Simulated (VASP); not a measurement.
# W (Pm-3m) in VASP: a series of runs

Runs on W. Level: PBE. Tasks: relaxation of cell and atoms.

All numbers are computed with VASP 6.6.1; they aren't measurements. Logs are shortened: lines on timing, memory, paths and dates and some standing lists are left out, and cuts for length are marked.

**1. The cell of the first run**

The structure is cubic, space group Pm-3m (No. 221). The conventional cell has a = 2.590 Å, b = 2.590 Å, c = 2.590 Å, α = 90.00°, β = 90.00°, γ = 90.00°. W (site symmetry m-3m) has 6 W at 2.59 Å within 3.4 Å.

**2. Relaxation of cell and atoms, PBE, target pressure 10 GPa, at which the enthalpy is minimised**

The input, INCAR:

```
PREC     = Accurate       # precision mode
ENCUT    = 600            # plane-wave cutoff, eV
EDIFF    = 1E-6           # SCF threshold, eV
ISMEAR   = 0              # smearing method
SIGMA    = 0.1            # smearing width, eV
LREAL    = False          # projectors in reciprocal space
LASPH    = True           # aspherical terms in the spheres
NELM     = 80             # most SCF steps
ALGO     = Normal         # electronic algorithm
ISIF     = 3              # what is computed and relaxed
LWAVE    = False          # write WAVECAR
LCHARG   = False          # write CHGCAR
GGA      = PE             # functional
IBRION   = 2              # ionic algorithm
NSW      = 60             # ionic steps
EDIFFG   = -0.01          # ionic threshold
PSTRESS  = 100.0
```

The input, KPOINTS:

```
regular mesh
0
Gamma
  18 18 18
```

The input, POSCAR:

```
W
1.0
    2.5900000000      0.0000000000      0.0000000000
    0.0000000000      2.5900000000      0.0000000000
    0.0000000000      0.0000000000      2.5900000000
W
1
Direct
    0.0000000000      0.0000000000      0.0000000000
```

Potentials or basis: VASP PAW PBE potentials, release 64 (W_sv).

Started as:

```
$ cat potpaw_PBE.64/W_sv/POTCAR > POTCAR
$ mpirun -np 1 vasp_std > vasp.out
```

OUTCAR:

```text
PREC = Accurate
   ENCUT = 600
   EDIFF = 1E-6
   ISMEAR = 0
   LREAL = False
   LASPH = True
   NELM = 80
   ISIF = 3
   GGA = PE
   IBRION = 2
   NSW = 60
   EDIFFG = -0.01
   PSTRESS = 100.0

 ion  position               nearest neighbor table
   1  0.000  0.000  0.000-

  LATTYP: Found a simple cubic cell.
 ALAT       =     2.5900000000

  Lattice vectors:

 A1 = (   2.5900000000,   0.0000000000,   0.0000000000)
 A2 = (   0.0000000000,   2.5900000000,   0.0000000000)
 A3 = (   0.0000000000,   0.0000000000,   2.5900000000)

Analysis of symmetry for initial positions (statically):
=====================================================================
 Subroutine PRICEL returns:
 Original cell was already a primitive cell.

 Routine SETGRP: Setting up the symmetry group for a
 simple cubic supercell.

 Subroutine GETGRP returns: Found 48 space group operations
 (whereof 48 operations were pure point group operations)
 out of a pool of 48 trial point group operations.

The static configuration has the point symmetry O_h .

Analysis of symmetry for dynamics (positions and initial velocities):
=====================================================================
 Subroutine PRICEL returns:
 Original cell was already a primitive cell.

 Routine SETGRP: Setting up the symmetry group for a
 simple cubic supercell.

 Subroutine GETGRP returns: Found 48 space group operations
 (whereof 48 operations were pure point group operations)
 out of a pool of 48 trial point group operations.

The dynamic configuration has the point symmetry O_h .

 Subroutine INISYM returns: Found 48 space group operations
 (whereof 48 operations are pure point group operations),
 and found     1 'primitive' translations

----------------------------------------------------------------------------------------

                                     Primitive cell

  volume of cell :      17.3740

  direct lattice vectors                    reciprocal lattice vectors
     2.590000000  0.000000000  0.000000000     0.386100386  0.000000000  0.000000000
     0.000000000  2.590000000  0.000000000     0.000000000  0.386100386  0.000000000
     0.000000000  0.000000000  2.590000000     0.000000000  0.000000000  0.386100386

  length of vectors
     2.590000000  2.590000000  2.590000000     0.386100386  0.386100386  0.386100386

  position of ions in fractional coordinates (direct lattice)
     0.000000000  0.000000000  0.000000000

  ion indices of the primitive-cell ions
   primitive index   ion index
                 1           1

----------------------------------------------------------------------------------------

 KPOINTS: regular mesh

Automatic generation of k-mesh.
 Grid dimensions read from file:
 generate k-points for:   18   18   18

 Generating k-lattice:

  Cartesian coordinates                     Fractional coordinates (reciprocal lattice)
     0.021450021  0.000000000  0.000000000     0.055555556  0.000000000  0.000000000
     0.000000000  0.021450021  0.000000000     0.000000000  0.055555556  0.000000000
     0.000000000  0.000000000  0.021450021     0.000000000  0.000000000  0.055555556

  Length of vectors
     0.021450021  0.021450021  0.021450021

  Shift w.r.t. Gamma in fractional coordinates (k-lattice)
     0.000000000  0.000000000  0.000000000

 Subroutine IBZKPT returns following result:
 ===========================================

 Found    220 irreducible k-points:

 Following reciprocal coordinates:
            Coordinates               Weight
  0.000000  0.000000  0.000000      1.000000
  0.055556  0.000000  0.000000      6.000000
  0.111111  0.000000  0.000000      6.000000
  0.166667  0.000000  0.000000      6.000000
  0.222222  0.000000  0.000000      6.000000
  0.277778  0.000000  0.000000      6.000000
[... 16 lines left out ...]
  0.277778  0.111111  0.000000     24.000000
  0.333333  0.111111  0.000000     24.000000
 [... further k-points ...]
   k-points           NKPTS =    220   k-points in BZ     NKDIM =    220   number of bands    NBANDS=     11
   number of dos      NEDOS =    301   number of ions     NIONS =      1
   total plane-waves  NPLWV =  13824
   dimension x,y,z NGX =    24 NGY =   24 NGZ =   24
   dimension x,y,z NGXF=    48 NGYF=   48 NGZF=   48
   ions per type =               1
   NGX,Y,Z   is equivalent  to a cutoff of  15.41, 15.41, 15.41 a.u.
   NGXF,Y,Z  is equivalent  to a cutoff of  30.81, 30.81, 30.81 a.u.
 SYSTEM =  unknown system
   PREC   = accura    normal or accurate (medium, high low for compatibility)
   ISTART =      0    job   : 0-new  1-cont  2-samecut
   ICHARG =      2    charge: 1-file 2-atom 10-const
   ISPIN  =      1    spin polarized calculation?
   LNONCOLLINEAR =      F non collinear calculations
   LSORBIT =      F    spin-orbit coupling
   LASPH  =      T    aspherical Exc in radial PAW
   ENCUT  =  600.0 eV  44.10 Ry    6.64 a.u.   5.17  5.17  5.17*2*pi/ulx,y,z
   NELM   =     80;   NELMIN=  2; NELMDL= -5     # of ELM steps
   EDIFF  = 0.1E-05   stopping-criterion for ELM
   LREAL  =      F    real-space projection
   EDIFFG = -.1E-01   stopping-criterion for IOM
   NSW    =     60    number of steps for IOM
   IBRION =      2    ionic relax: 0-MD 1-quasi-New 2-CG
   NFREE  =      1    steps in history (QN), initial steepest desc. (CG)
   ISIF   =      3    stress and relaxation
   ISYM   =      2    0-nonsym 1-usesym 2-fastsym
   POTIM  = 0.5000    time-step for ionic-motion
   TEBEG  =    0.0;   TEEND  =   0.0 temperature during run
   PSTRESS=  100.0 pullay stress
   NELECT =      14.0000    total number of electrons
   NUPDOWN=      -1.0000    fix difference up-down
   EMIN   =  10.00;   EMAX   =-10.00  energy-range for DOS
   EFERMI =   0.00;   METHOD = LEGACY
   ISMEAR =     0;   SIGMA  =   0.10  broadening in eV -4-tet -1-fermi 0-gaus
   EFERMI_NEDOS =   21; number of points for ismear=-14 and -15
   IALGO  =     38    algorithm
   IMIX   =      4    mixing-type and parameters
     AMIX     =   0.40;   BMIX     =  1.00
     AMIX_MAG =   1.60;   BMIX_MAG =  1.00
  volume/ion in A,a.u.               =      17.37       117.25
  Fermi-wavevector in a.u.,A,eV,Ry     =   1.523413  2.878834 31.576239  2.320788
  Thomas-Fermi vector in A             =   2.631860
   LORBIT       =      0    0 simple, 1 ext, 2 COOP (PROOUT), +10 PAW based schemes
   GGA     = PE    functional components
   LHFCALC =     F    Hartree Fock is set to
   AEXX    =    0.0000 exact exchange contribution
   IVDW    =     0    specifies the selected vdW correction
   LEPSILON=     F    determine dielectric tensor
   LRPA    =     F    only Hartree local field effects (RPA)
 conjugate gradient relaxation of ions
 non-spin polarized calculation
 Gauss-broadening in eV      SIGMA  =   0.10
  energy-cutoff  :      600.00
  volume of cell :       17.37
 maximum number of plane-waves:       624
 NGX is ok and might be reduce to    24
   NGX = 11   NGY = 11   NGZ = 11

--------------------------------------- Ionic step        1  -------------------------------------------

 number of electron      13.9999999 magnetization

 Free energy of the ion-electron system (eV)
  ---------------------------------------------------
  ext. energy  EPLUGINS =         0.00000000
  ---------------------------------------------------
  free energy    TOTEN  =       -11.45355492 eV

  energy without entropy =      -11.44656550  energy(sigma->0) =      -11.45006021

 E-fermi :  10.0735     XC(G=0): -12.9797

 val. band max:       10.0724025882   @ k =   0.5000   0.2778   0.0556
 cond. band min:      10.0740284680   @ k =   0.3333   0.2222   0.1667
 fundamental gap:      0.0016258799
 Fermi energy:        10.0734918746

 k-point     1 :       0.0000    0.0000    0.0000
  band No.  band energies     occupation
      1     -64.0124      2.00000
      2     -27.5448      2.00000
      3     -27.5448      2.00000
      4     -27.5448      2.00000
      5       1.2189      2.00000
      6       5.4413      2.00000
      7       5.4413      2.00000
      8      15.1059      0.00000
      9      15.1059      0.00000
     10      15.1059      0.00000
     11      25.1729      0.00000

 k-point     2 :       0.0556    0.0000    0.0000
  band No.  band energies     occupation
      1     -64.0088      2.00000
      2     -27.5937      2.00000
      3     -27.5407      2.00000
      4     -27.5407      2.00000
      5       1.3260      2.00000
      6       5.4690      2.00000
      7       5.5569      2.00000
      8      14.9176      0.00000
      9      14.9176      0.00000
     10      15.1186      0.00000
     11      24.5897      0.00000

 k-point     3 :       0.1111    0.0000    0.0000
  band No.  band energies     occupation
      1     -63.9985      2.00000
      2     -27.7331      2.00000
      3     -27.5290      2.00000
      4     -27.5290      2.00000
      5       1.6298      2.00000
      6       5.5498      2.00000
      7       5.9019      2.00000
      8      14.4184      0.00000
      9      14.4184      0.00000
     10      15.1553      0.00000
     11      23.3152      0.00000
[... 344 lines left out ...]
 VOLUME and BASIS-vectors are now :
 -----------------------------------------------------------------------------
  energy-cutoff  :      600.00
  volume of cell :       18.59
      direct lattice vectors                 reciprocal lattice vectors
     2.649161854 -0.000000000  0.000000000     0.377477880  0.000000000  0.000000000
    -0.000000000  2.649161854 -0.000000000     0.000000000  0.377477880  0.000000000
    -0.000000000 -0.000000000  2.649161854    -0.000000000  0.000000000  0.377477880

 POSITION                                       TOTAL-FORCE (eV/Angst)
 -----------------------------------------------------------------------------------
      0.00000      0.00000      0.00000        -0.000000     -0.000000      0.000000
 -----------------------------------------------------------------------------------
    total drift:                                0.000000      0.000000      0.000000

  FREE ENERGIE OF THE ION-ELECTRON SYSTEM (eV)
  ---------------------------------------------------
  free  energy   TOTEN  =       -11.4991802284 eV

  energy  without entropy=      -11.4927072993  energy(sigma->0) =      -11.49594376

  enthalpy is  TOTEN    =       -10.3387610542 eV   P V=        1.1604191743

--------------------------------------- Ionic step        3  -------------------------------------------

 number of electron      13.9999997 magnetization

 Free energy of the ion-electron system (eV)
  ---------------------------------------------------
  ext. energy  EPLUGINS =         0.00000000
  ---------------------------------------------------
  free energy    TOTEN  =       -11.47652729 eV

  energy without entropy =      -11.46962479  energy(sigma->0) =      -11.47307604

 E-fermi :   9.8338     XC(G=0): -12.8850

 val. band max:        9.8333339068   @ k =   0.4444   0.2778   0.1111
 cond. band min:       9.8555861479   @ k =   0.3333   0.2222   0.1667
 fundamental gap:      0.0222522411
 Fermi energy:         9.8338383657

 k-point     1 :       0.0000    0.0000    0.0000
  band No.  band energies     occupation
      1     -64.2566      2.00000
      2     -27.8162      2.00000
      3     -27.8162      2.00000
      4     -27.8162      2.00000
      5       1.0769      2.00000
      6       5.3077      2.00000
      7       5.3077      2.00000
      8      14.7556      0.00000
      9      14.7556      0.00000
     10      14.7556      0.00000
     11      24.7854      0.00000

 k-point     2 :       0.0556    0.0000    0.0000
  band No.  band energies     occupation
      1     -64.2533      2.00000
      2     -27.8625      2.00000
      3     -27.8124      2.00000
      4     -27.8124      2.00000
      5       1.1818      2.00000
      6       5.3348      2.00000
      7       5.4198      2.00000
      8      14.5734      0.00000
      9      14.5734      0.00000
     10      14.7679      0.00000
     11      24.2078      0.00000

 k-point     3 :       0.1111    0.0000    0.0000
  band No.  band energies     occupation
      1     -64.2437      2.00000
      2     -27.9943      2.00000
      3     -27.8013      2.00000
      4     -27.8013      2.00000
      5       1.4803      2.00000
      6       5.4138      2.00000
      7       5.7543      2.00000
      8      14.0896      0.00000
      9      14.0896      0.00000
     10      14.8036      0.00000
     11      22.9458      0.00000
[... 307 lines left out ...]
 VOLUME and BASIS-vectors are now :
 -----------------------------------------------------------------------------
  energy-cutoff  :      600.00
  volume of cell :       17.68
      direct lattice vectors                 reciprocal lattice vectors
     2.605019635 -0.000000000  0.000000000     0.383874266  0.000000000  0.000000000
    -0.000000000  2.605019635 -0.000000000     0.000000000  0.383874266  0.000000000
    -0.000000000 -0.000000000  2.605019635    -0.000000000  0.000000000  0.383874266

 POSITION                                       TOTAL-FORCE (eV/Angst)
 -----------------------------------------------------------------------------------
      0.00000      0.00000      0.00000         0.000000      0.000000      0.000000
 -----------------------------------------------------------------------------------
    total drift:                               -0.000000      0.000000      0.000000

  FREE ENERGIE OF THE ION-ELECTRON SYSTEM (eV)
  ---------------------------------------------------
  free  energy   TOTEN  =       -11.4765272937 eV

  energy  without entropy=      -11.4696247877  energy(sigma->0) =      -11.47307604

  enthalpy is  TOTEN    =       -10.3731541201 eV   P V=        1.1033731736

 reached required accuracy - stopping structural energy minimisation
```

Wall time 34 s (1 thread of Intel Xeon 6975P-C (Granite Rapids), shared host); peak memory 0.18 GiB.

Results:

```yaml
Free_energy: -11.4765 eV
Relaxed_volume: 17.68 Å³/atom
Relaxed_cell: a = 2.605 Å, b = 2.605 Å, c = 2.605 Å, α = 90.00°, β = 90.00°, γ = 90.00°
Space_group_after_relaxing_to_0.05_Å: Pm-3m (No. 221)
Energy_change_on_relaxing_the_enthalpy_is_what_falls: -23.0 meV/atom
Ionic_steps: 3
Pressure_after_relaxing: 9.9 GPa
Band_gap_on_the_k_mesh: zero (band 7 reaches 11.74 eV, above the bottom of band 8 at 8.80 eV)
```

Step by step:
```
step  energy change (eV)  largest force (eV/Å)  pressure (GPa)  volume (Å³)
   1              0.0000                0.0000           14.37        17.37
   2             -0.0456                0.0000           -1.51        18.59
   3             -0.0230                0.0000            9.93        17.68
```

Final structure:
```
W
1.0
     2.60502    0.00000    0.00000
     0.00000    2.60502    0.00000
     0.00000    0.00000    2.60502
W
1
Direct
  0.00000 0.00000 0.00000
```

Caveat: the cell is relaxed towards a set pressure, so the enthalpy falls and the energy may rise; spin-orbit coupling is left out, which moves the levels of the heavy elements.

**3. Relaxation of cell and atoms, PBE, target pressure 20 GPa, at which the enthalpy is minimised**

The input, INCAR:

```
PREC     = Accurate       # precision mode
ENCUT    = 600            # plane-wave cutoff, eV
EDIFF    = 1E-6           # SCF threshold, eV
ISMEAR   = 0              # smearing method
SIGMA    = 0.1            # smearing width, eV
LREAL    = F              # projectors in reciprocal space
LASPH    = T              # aspherical terms in the spheres
NELM     = 100            # most SCF steps
ALGO     = Normal         # electronic algorithm
ISIF     = 3              # what is computed and relaxed
LWAVE    = F              # write WAVECAR
LCHARG   = F              # write CHGCAR
GGA      = PE             # functional
IBRION   = 2              # ionic algorithm
NSW      = 60             # ionic steps
EDIFFG   = -0.01          # ionic threshold
PSTRESS  = 200.0
```

The input, KPOINTS:

```
Automatic mesh
0
Gamma
  18 18 18
```

POSCAR is that of step 2.

Potentials or basis: VASP PAW PBE potentials, release 64 (W_sv).

Started as:

```
$ cat potpaw_PBE.64/W_sv/POTCAR > POTCAR
$ mpirun -np 1 vasp_std > vasp.out
```

It took 40 s on 1 thread of Intel Xeon 6975P-C (Granite Rapids), shared host; peak memory 0.19 GiB.

The run converged. Its results:

| Property | Result |
| --- | --- |
| Free energy | -11.4160 eV |
| Relaxed volume | 17.02 Å³/atom |
| Relaxed cell | a = 2.572 Å, b = 2.572 Å, c = 2.572 Å, α = 90.00°, β = 90.00°, γ = 90.00° |
| Space group after relaxing (to 0.05 Å) | Pm-3m (No. 221) |
| Energy change on relaxing (the enthalpy is what falls) | +37.6 meV/atom |
| Ionic steps | 4 |
| Pressure after relaxing | 20.0 GPa |
| Band gap on the k mesh | zero (band 7 reaches 12.33 eV, above the bottom of band 8 at 9.29 eV) |

Step by step:
| step | energy change (eV) | largest force (eV/Å) | pressure (GPa) | volume (Å³) |
| --- | --- | --- | --- | --- |
| 1 | 0.0000 | 0.0000 | 14.37 | 17.37 |
| 2 | 0.2560 | 0.0000 | 42.66 | 15.88 |
| 3 | 0.0364 | 0.0000 | 19.83 | 17.03 |
| 4 | 0.0376 | 0.0000 | 19.98 | 17.02 |

Final structure:
```xyz
1
Lattice="2.5724 0.0000 0.0000 0.0000 2.5724 0.0000 0.0000 0.0000 2.5724" Properties=species:S:1:pos:R:3 pbc="T T T"
W     0.0000    0.0000    0.0000
```

Levels at points of the mesh, in eV from the Fermi level:
| k point | band 3 | band 4 | band 5 | band 6 | band 7 | band 8 | band 9 | band 10 | band 11 |
| --- | --- | --- | --- | --- | --- | --- | --- | --- | --- |
| (0.00, 0.00, 0.00) | -37.58 | -37.58 | -8.97 | -4.76 | -4.76 | 5.16 | 5.16 | 5.16 | 15.27 |
| (0.50, 0.00, 0.00) | -37.44 | -37.44 | -5.31 | -3.69 | -0.76 | 0.94 | 0.94 | 5.62 | 10.11 |
| (0.50, 0.50, 0.00) | -38.94 | -37.30 | -6.14 | -3.08 | 1.81 | 1.81 | 5.11 | 5.11 | 8.11 |
| (0.50, 0.50, 0.50) | -38.74 | -38.74 | -4.34 | -4.34 | -4.34 | 7.15 | 8.43 | 8.43 | 12.54 |

Caveat: the cell is relaxed towards a set pressure, so the enthalpy falls and the energy may rise; spin-orbit coupling is left out, which moves the levels of the heavy elements.
